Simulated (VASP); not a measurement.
# Sn (I4_1/amd) in VASP: single point with PBE

Aim: the single point of Sn with PBE.

All numbers are computed with VASP 6.6.1; they aren't measurements. Logs are shortened: lines on timing, memory, paths and dates and some standing lists are left out, and cuts for length are marked.

## (1) The cell of the first run

The structure is tetragonal, space group I4_1/amd (No. 141). Conventional cell: a = 5.389 Å, b = 5.389 Å, c = 3.067 Å, α = 90.00°, β = 90.00°, γ = 90.00°. Sn (site symmetry -4m2) has 10 Sn at 2.80 to 3.54 Å within 3.7 Å.

## (2) Single point, PBE (Si replaced by Sn, lengths x 1.151, strained)

Input file INCAR:

```
ALGO = Fast
EDIFF = 1E-6
ENCUT = 520
GGA = PE
ISIF = 2
ISMEAR = 0
LASPH = True
LCHARG = False
LREAL = False
LWAVE = False
NBANDS = 21
NELM = 60
PREC = Accurate
SIGMA = 0.1
```

Input file KPOINTS:

```
k-points
0
Gamma
  16 16 16
```

Input file POSCAR:

```
Sn
1.0
   -2.6943248841      2.6943248841      1.5332522292
    2.6943248841     -2.6943248841      1.5332522292
    2.6943248841      2.6943248841     -1.5332522292
Sn
2
Direct
    0.2500000000      0.7500000000      0.5000000000
    0.5000000000      0.5000000000      0.0000000000
```

Potentials or basis: VASP PAW PBE potentials, release 64 (Sn_d).

Launch:

```bash
cat potpaw_PBE.64/Sn_d/POTCAR > POTCAR
mpirun -np 1 vasp_std > vasp.out
```

OUTCAR:

```text
EDIFF = 1E-6
   ENCUT = 520
   GGA = PE
   ISIF = 2
   ISMEAR = 0
   LASPH = True
   LREAL = False
   NELM = 60
   PREC = Accurate

 ion  position               nearest neighbor table
   1  0.250  0.750  0.500-   2 2.80   2 2.80   2 2.80   2 2.80   2 3.54   2 3.54   2 3.54   2 3.54

   2  0.500  0.500  0.000-   1 2.80   1 2.80   1 2.80   1 2.80   1 3.54   1 3.54   1 3.54   1 3.54

  LATTYP: Found a body centered tetragonal cell.
 ALAT       =     5.3886497682
 C/A-ratio  =     0.5690673156

  Lattice vectors:

 A1 = (  -2.6943248841,   2.6943248841,   1.5332522292)
 A2 = (   2.6943248841,  -2.6943248841,   1.5332522292)
 A3 = (   2.6943248841,   2.6943248841,  -1.5332522292)

Analysis of symmetry for initial positions (statically):
=====================================================================
 Subroutine PRICEL returns:
 Original cell was already a primitive cell.

 Routine SETGRP: Setting up the symmetry group for a
 body centered tetragonal supercell.

 Subroutine GETGRP returns: Found 16 space group operations
 (whereof  8 operations were pure point group operations)
 out of a pool of 16 trial point group operations.

The static configuration has the point symmetry D_2d.
 The point group associated with its full space group is D_4h.

Analysis of symmetry for dynamics (positions and initial velocities):
=====================================================================
 Subroutine PRICEL returns:
 Original cell was already a primitive cell.

 Routine SETGRP: Setting up the symmetry group for a
 body centered tetragonal supercell.

 Subroutine GETGRP returns: Found 16 space group operations
 (whereof  8 operations were pure point group operations)
 out of a pool of 16 trial point group operations.

The dynamic configuration has the point symmetry D_2d.
 The point group associated with its full space group is D_4h.

 Subroutine INISYM returns: Found 16 space group operations
 (whereof  8 operations are pure point group operations),
 and found     1 'primitive' translations

----------------------------------------------------------------------------------------

                                     Primitive cell

  volume of cell :      44.5219

  direct lattice vectors                    reciprocal lattice vectors
    -2.694324884  2.694324884  1.533252229     0.000000000  0.185575245  0.326104205
     2.694324884 -2.694324884  1.533252229     0.185575245  0.000000000  0.326104205
     2.694324884  2.694324884 -1.533252229     0.185575245  0.185575245  0.000000000

  length of vectors
     4.107266191  4.107266191  4.107266191     0.375209441  0.375209441  0.262443028

  position of ions in fractional coordinates (direct lattice)
     0.250000000  0.750000000  0.500000000
     0.500000000  0.500000000  0.000000000

  ion indices of the primitive-cell ions
   primitive index   ion index
                 1           1
                 2           2

----------------------------------------------------------------------------------------

 KPOINTS: k-points

Automatic generation of k-mesh.
 Grid dimensions read from file:
 generate k-points for:   16   16   16

 Generating k-lattice:

  Cartesian coordinates                     Fractional coordinates (reciprocal lattice)
     0.000000000  0.011598453  0.020381513     0.062500000 -0.000000000  0.000000000
     0.011598453  0.000000000  0.020381513    -0.000000000  0.062500000  0.000000000
     0.011598453  0.011598453  0.000000000     0.000000000  0.000000000  0.062500000

  Length of vectors
     0.023450590  0.023450590  0.016402689

  Shift w.r.t. Gamma in fractional coordinates (k-lattice)
     0.000000000  0.000000000  0.000000000

 Subroutine IBZKPT returns following result:
 ===========================================

 Found    349 irreducible k-points:

 Following reciprocal coordinates:
            Coordinates               Weight
  0.000000  0.000000  0.000000      1.000000
  0.062500  0.000000 -0.000000      8.000000
  0.125000  0.000000 -0.000000      8.000000
  0.187500  0.000000  0.000000      8.000000
  0.250000  0.000000 -0.000000      8.000000
  0.312500  0.000000 -0.000000      8.000000
[... 16 lines left out ...]
 -0.125000  0.062500  0.000000     16.000000
 -0.062500  0.062500  0.000000      4.000000
 [... further k-points ...]
   k-points           NKPTS =    349   k-points in BZ     NKDIM =    349   number of bands    NBANDS=     21
   number of dos      NEDOS =    301   number of ions     NIONS =      2
   total plane-waves  NPLWV =  32768
   dimension x,y,z NGX =    32 NGY =   32 NGZ =   32
   dimension x,y,z NGXF=    64 NGYF=   64 NGZF=   64
   ions per type =               2
   NGX,Y,Z   is equivalent  to a cutoff of  12.95, 12.95, 12.95 a.u.
   NGXF,Y,Z  is equivalent  to a cutoff of  25.90, 25.90, 25.90 a.u.
 SYSTEM =  unknown system
   PREC   = accura    normal or accurate (medium, high low for compatibility)
   ISTART =      0    job   : 0-new  1-cont  2-samecut
   ICHARG =      2    charge: 1-file 2-atom 10-const
   ISPIN  =      1    spin polarized calculation?
   LNONCOLLINEAR =      F non collinear calculations
   LSORBIT =      F    spin-orbit coupling
   LASPH  =      T    aspherical Exc in radial PAW
   ENCUT  =  520.0 eV  38.22 Ry    6.18 a.u.   7.64  7.64  7.64*2*pi/ulx,y,z
   NELM   =     60;   NELMIN=  2; NELMDL= -5     # of ELM steps
   EDIFF  = 0.1E-05   stopping-criterion for ELM
   LREAL  =      F    real-space projection
   EDIFFG = 0.1E-04   stopping-criterion for IOM
   NSW    =      0    number of steps for IOM
   IBRION =     -1    ionic relax: 0-MD 1-quasi-New 2-CG
   NFREE  =      0    steps in history (QN), initial steepest desc. (CG)
   ISIF   =      2    stress and relaxation
   ISYM   =      2    0-nonsym 1-usesym 2-fastsym
   POTIM  = 0.5000    time-step for ionic-motion
   TEBEG  =    0.0;   TEEND  =   0.0 temperature during run
   PSTRESS=    0.0 pullay stress
   NELECT =      28.0000    total number of electrons
   NUPDOWN=      -1.0000    fix difference up-down
   EMIN   =  10.00;   EMAX   =-10.00  energy-range for DOS
   EFERMI =   0.00;   METHOD = LEGACY
   ISMEAR =     0;   SIGMA  =   0.10  broadening in eV -4-tet -1-fermi 0-gaus
   EFERMI_NEDOS =   21; number of points for ismear=-14 and -15
   IALGO  =     68    algorithm
   IMIX   =      4    mixing-type and parameters
     AMIX     =   0.40;   BMIX     =  1.00
     AMIX_MAG =   1.60;   BMIX_MAG =  1.00
  volume/ion in A,a.u.               =      22.26       150.22
  Fermi-wavevector in a.u.,A,eV,Ry     =   1.402608  2.650545 26.766870  1.967309
  Thomas-Fermi vector in A             =   2.525353
   LORBIT       =      0    0 simple, 1 ext, 2 COOP (PROOUT), +10 PAW based schemes
   GGA     = PE    functional components
   LHFCALC =     F    Hartree Fock is set to
   AEXX    =    0.0000 exact exchange contribution
   IVDW    =     0    specifies the selected vdW correction
   LEPSILON=     F    determine dielectric tensor
   LRPA    =     F    only Hartree local field effects (RPA)
 non-spin polarized calculation
 RMM-DIIS sequential band-by-band and
 Gauss-broadening in eV      SIGMA  =   0.10
  energy-cutoff  :      520.00
  volume of cell :       44.52
 maximum number of plane-waves:      1224
   NGX = 15   NGY = 15   NGZ = 15

 number of electron      28.0000012 magnetization

 Free energy of the ion-electron system (eV)
  ---------------------------------------------------
  ext. energy  EPLUGINS =         0.00000000
  ---------------------------------------------------
  free energy    TOTEN  =        -6.94370218 eV

  energy without entropy =       -6.93956402  energy(sigma->0) =       -6.94163310

 E-fermi :  10.7402     XC(G=0): -11.2737

 val. band max:       10.7377057316   @ k =  -0.3125   0.0625   0.0000
 cond. band min:      10.7402442833   @ k =  -0.2500  -0.4375   0.0625
 fundamental gap:      0.0025385517
 Fermi energy:        10.7402395718

 k-point     1 :       0.0000    0.0000    0.0000
  band No.  band energies     occupation
      1     -11.4282      2.00000
      2     -11.2226      2.00000
      3     -11.1803      2.00000
      4     -11.0980      2.00000
      5     -10.9004      2.00000
      6     -10.9004      2.00000
[... 13 lines left out ...]
     20      21.9687      0.00000
     21      22.0189      0.00000

 k-point     2 :       0.0625    0.0000   -0.0000
  band No.  band energies     occupation
      1     -11.4239      2.00000
      2     -11.2169      2.00000
      3     -11.1709      2.00000
      4     -11.0863      2.00000
      5     -10.9100      2.00000
      6     -10.9078      2.00000
[... 13 lines left out ...]
     20      20.5827      0.00000
     21      20.5932      0.00000

 k-point     3 :       0.1250    0.0000   -0.0000
  band No.  band energies     occupation
      1     -11.4112      2.00000
      2     -11.2007      2.00000
      3     -11.1461      2.00000
      4     -11.0577      2.00000
      5     -10.9322      2.00000
      6     -10.9158      2.00000
[... 13 lines left out ...]
     20      19.5914      0.00000
     21      19.9615      0.00000

 k-point     4 :       0.1875    0.0000    0.0000
  band No.  band energies     occupation
      1     -11.3915      2.00000
      2     -11.1764      2.00000
      3     -11.1160      2.00000
      4     -11.0324      2.00000
      5     -10.9600      2.00000
      6     -10.9039      2.00000
[... 13 lines left out ...]
     20      18.8376      0.00000
     21      20.1631      0.00000

 k-point     5 :       0.2500    0.0000   -0.0000
  band No.  band energies     occupation
      1     -11.3677      2.00000
      2     -11.1488      2.00000
      3     -11.0948      2.00000
      4     -11.0313      2.00000
      5     -10.9869      2.00000
      6     -10.9079      2.00000
[... 13 lines left out ...]
     20      18.2642      0.00000
     21      20.7591      0.00000
[... 382 lines left out ...]
     20      19.2181      0.00000
     21      19.9800      0.00000

 k-point    22 :      -0.1875    0.0625    0.0000
  band No.  band energies     occupation
      1     -11.3963      2.00000
      2     -11.1856      2.00000
      3     -11.1544      2.00000
      4     -11.0770      2.00000
      5     -10.9312      2.00000
      6     -10.9010      2.00000
[... 13 lines left out ...]
     20      19.8037      0.00000
     21      20.0302      0.00000

 k-point    23 :      -0.1250    0.0625    0.0000
  band No.  band energies     occupation
      1     -11.4132      2.00000
      2     -11.2061      2.00000
      3     -11.1760      2.00000
      4     -11.0980      2.00000
      5     -10.9130      2.00000
      6     -10.8971      2.00000
[... 13 lines left out ...]
     20      20.6344      0.00000
     21      20.8619      0.00000

 k-point    24 :      -0.0625    0.0625    0.0000
  band No.  band energies     occupation
      1     -11.4227      2.00000
      2     -11.2170      2.00000
      3     -11.1828      2.00000
      4     -11.1037      2.00000
      5     -10.9036      2.00000
      6     -10.8949      2.00000
[... 13 lines left out ...]
     20      21.6750      0.00000
     21      21.8676      0.00000

 [... further k-points ...]

------------------------ aborting loop because EDIFF is reached ----------------------------------------

  FORCE on cell =-STRESS in cart. coord.  units (eV):
  Direction    XX          YY          ZZ          XY          YZ          ZX
  --------------------------------------------------------------------------------------
  -------------------------------------------------------------------------------------
  Total        6.5473115      6.5473115      4.5840078      0.0000000      0.0000000      0.0000000
  in kB      235.6134414    235.6134414    164.9614276      0.0000000      0.0000000      0.0000000
  external PRESSURE =     212.0627701 kB  Pullay stress =       0.0000000 kB

 VOLUME and BASIS-vectors are now :
 -----------------------------------------------------------------------------
  energy-cutoff  :      520.00
  volume of cell :       44.52
      direct lattice vectors                 reciprocal lattice vectors
    -2.694324884  2.694324884  1.533252229     0.000000000  0.185575245  0.326104205
     2.694324884 -2.694324884  1.533252229     0.185575245  0.000000000  0.326104205
     2.694324884  2.694324884 -1.533252229     0.185575245  0.185575245  0.000000000

 POSITION                                       TOTAL-FORCE (eV/Angst)
 -----------------------------------------------------------------------------------
      2.69432      0.00000      0.76663        -0.000000      0.000000     -0.000000
      0.00000      0.00000      1.53325         0.000000     -0.000000      0.000000
 -----------------------------------------------------------------------------------
    total drift:                               -0.000000     -0.000000      0.000000

  FREE ENERGIE OF THE ION-ELECTRON SYSTEM (eV)
  ---------------------------------------------------
  free  energy   TOTEN  =        -6.9437021803 eV

  energy  without entropy=       -6.9395640233  energy(sigma->0) =       -6.94163310
```

It took 7.3 min on 1 thread of Intel Xeon 8259CL, shared host; peak memory 0.37 GiB.

Results:

```
Free energy            : -6.9437 eV
Pressure               : 21.2 GPa
Band gap on the k mesh : zero (bands 14 and 15 overlap by 5.90 eV)
```

Caveat: the cell differs from its parent crystal (Si replaced by Sn, lengths x 1.151, strained); the stress differs along the axes, from 16 to 24 GPa; spin-orbit coupling is left out, which moves the levels of the heavy elements.
